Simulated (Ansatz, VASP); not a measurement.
# Au in VASP and in Ansatz

```
CELL_PARAMETERS angstrom
2.90769 0.00000 0.00000
-1.45385 2.51814 0.00000
0.00000 0.00000 4.67317
ATOMIC_POSITIONS crystal
Au 0.33333 0.66667 0.25000
Au 0.66667 0.33333 0.75000
```

Alike in both runs: functional PBEsol; k mesh 6 × 6 × 4; occupations gaussian, width 0.1 eV; no spin polarisation.

Ansatz relaxed the structure, and its values are those at the end. VASP's run is a single point on that final structure, the one shown.

|  | VASP | Ansatz |
| --- | --- | --- |
| version | VASP 6.6.1 | Ansatz 0.2.0 |
| potentials or method | VASP PAW PBE potentials, release 64 (Au), cutoff 500 eV | scalar-relativistic, plane waves, PAW |
| valence electrons in the cell | 22 | 38 |

Ansatz gave:

- gap on the k mesh at the Fermi level (eV): none
- pressure (GPa): 0.0

Question: Estimate VASP's values.

Answer: gap on the k mesh at the Fermi level (eV): none; pressure (GPa): -0.2.

VASP's potentials were made for PBE, not for PBEsol. A gap of «none» marks a metal or a gap that the smearing closes. With one functional, cell and mesh, what is left measures potentials, basis and numerics. VASP's potentials hold 22 valence electrons a cell and Ansatz's 38, so a difference there can come from the potentials and not from the codes.

The k mesh is coarse, so the values compare programs but aren't converged. Neither program's run includes spin-orbit coupling.
